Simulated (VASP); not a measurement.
NaCl:

```
CELL_PARAMETERS angstrom
-0.03503 2.80270 2.80270
2.80270 -0.03503 2.80270
2.76767 2.76767 0.00000
ATOMIC_POSITIONS crystal
Na 0.00000 0.00000 0.00000
Cl 0.50000 0.50000 0.50000
```

This cell differs from its parent crystal: shear xy strain -2.5%.

Base run:

- Program: VASP 6.6.1
- Functional: PBE
- Potentials or basis: VASP PAW PBE potentials, release 64 (Na_pv, Cl)
- Cutoff: 520 eV
- k mesh: 8 × 8 × 8
- Occupations: fermi-dirac, width 0.02 eV
- Spin: no spin polarisation

Its results: band gap on the k mesh 5.13 eV, direct; pressure 1.2 GPa.

Question: The run is repeated on the same cell with these changes: functional from PBE to r2SCAN; occupations from fermi-dirac, width 0.02 eV to gaussian, width 0.01 eV. What comes out?

Answer: Band gap on the k mesh 5.95 eV, direct; pressure -0.1 GPa.

Caveats: the PAW data sets were made with another functional, which shifts forces and pressure a little (some runs).

A k mesh can miss the band edges.
